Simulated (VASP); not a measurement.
## Re: relaxation of cell and atoms with PBEsol

Re:

```
CELL_PARAMETERS angstrom
0.00000 2.79745 2.79745
2.79745 0.00000 2.79745
2.79745 2.79745 0.00000
ATOMIC_POSITIONS crystal
Re 0.00000 0.00000 0.00000
Re 0.25000 0.25000 0.25000
```

This isn't the form of Re at room conditions, which is hcp.

```json
{"Program": "VASP 6.6.1", "Task": "relaxation of cell and atoms", "Functional": "PBEsol", "Potentials or basis": "VASP PAW PBE potentials, release 64 (Re)", "Cutoff": "600 eV", "k mesh": "18 × 18 × 18", "Occupations": "gaussian, width 0.1 eV", "Spin": "no spin polarisation", "Dipole correction": "no", "Further INCAR settings": "ALGO = Fast; EDIFF = 1e-06; IBRION = 2; EDIFFG = -0.01; NSW = 100; ISIF = 3"}
```

| Property | Result |
| --- | --- |
| Relaxed volume | 21.69 Å³/atom |
| Relaxed cell | a = 3.944 Å, b = 3.944 Å, c = 3.944 Å, α = 60.00°, β = 60.00°, γ = 60.00° |
| Space group after relaxing (to 0.1 Å) | Fd-3m (No. 227) |
| Energy gained by relaxing | 1.1 meV/atom |
| Ionic steps | 3 |
| Pressure after relaxing | 0.0 GPa |
| Band gap on the k mesh | zero (bands 7 and 8 overlap by 1.35 eV) |

The path:
```tsv
step	energy change (eV)	largest force (eV/Å)	pressure (GPa)	volume (Å³)
1	0.0000	0.0000	-1.78	43.78
2	0.0156	0.0000	5.22	42.26
3	-0.0023	0.0000	0.00	43.38
```

Final structure:
```
Re
1.0
     0.00000    2.78877    2.78877
     2.78877    0.00000    2.78877
     2.78877    2.78877    0.00000
Re
2
Direct
  0.00000 0.00000 0.00000
  0.25000 0.25000 0.25000
```

Levels at points of the mesh, in eV from the Fermi level:
```tsv
k point	band 3	band 4	band 5	band 6	band 7	band 8	band 9	band 10	band 11
(0.00, 0.00, 0.00)	-3.15	-2.31	-2.31	-2.31	0.67	0.67	0.67	4.32	4.32
(0.50, 0.00, 0.00)	-2.84	-2.84	-2.55	-2.55	-0.91	1.80	1.83	3.43	3.51
(0.50, 0.50, 0.00)	-2.48	-2.48	-1.93	-1.93	-0.01	-0.01	3.87	3.97	4.74
```

It took 7.8 min on 1 thread of Intel Xeon 8259CL, with other jobs on the host, peak memory 0.27 GiB.

Caveat: the PAW data sets were made with another functional, which shifts forces and pressure a little; spin-orbit coupling is left out, which moves the levels of the heavy elements.
